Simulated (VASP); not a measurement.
Here is a VASP 6.6.1 calculation.

The input INCAR:

```
SYSTEM = MgO
PREC = Accurate
ENCUT = 600
EDIFF = 1E-6
ISMEAR = 0
SIGMA = 0.02
LREAL = .False.
LASPH = .True.
NELM = 100
ALGO = Normal
ISIF = 3
LWAVE = .False.
LCHARG = .False.
GGA = PS
IBRION = 2
NSW = 100
EDIFFG = -0.002
PSTRESS = 133.0
```

Contents of KPOINTS:

```
regular mesh
0
Gamma
  10 10 10
  0 0 0
```

POSCAR

```
MgO
1.0
    0.0000000000      2.1085000000      2.1085000000
    2.1085000000      0.0000000000      2.1085000000
    2.1085000000      2.1085000000      0.0000000000
Mg O
1 1
Direct
    0.0000000000      0.0000000000      0.0000000000
    0.5000000000      0.5000000000      0.5000000000
```

Potentials or basis: VASP PAW PBE potentials, release 64 (Mg, O).

Run with:

```sh
$ cat potpaw_PBE.64/Mg/POTCAR potpaw_PBE.64/O/POTCAR > POTCAR
$ mpirun -np 1 vasp_std > vasp.out
```

(1) What does it give for the band gap on the k mesh?

(2) Estimate the relaxed cell.

(3) Predict the space group after relaxing (to 0.05 Å).

Results:

(1) 5.39 eV, direct.

(2) a = 2.906 Å, b = 2.906 Å, c = 2.906 Å, α = 60.00°, β = 60.00°, γ = 60.00°.

(3) Fm-3m (No. 225).

Caveat: the cell is relaxed towards a set pressure, so the enthalpy falls and the energy may rise.
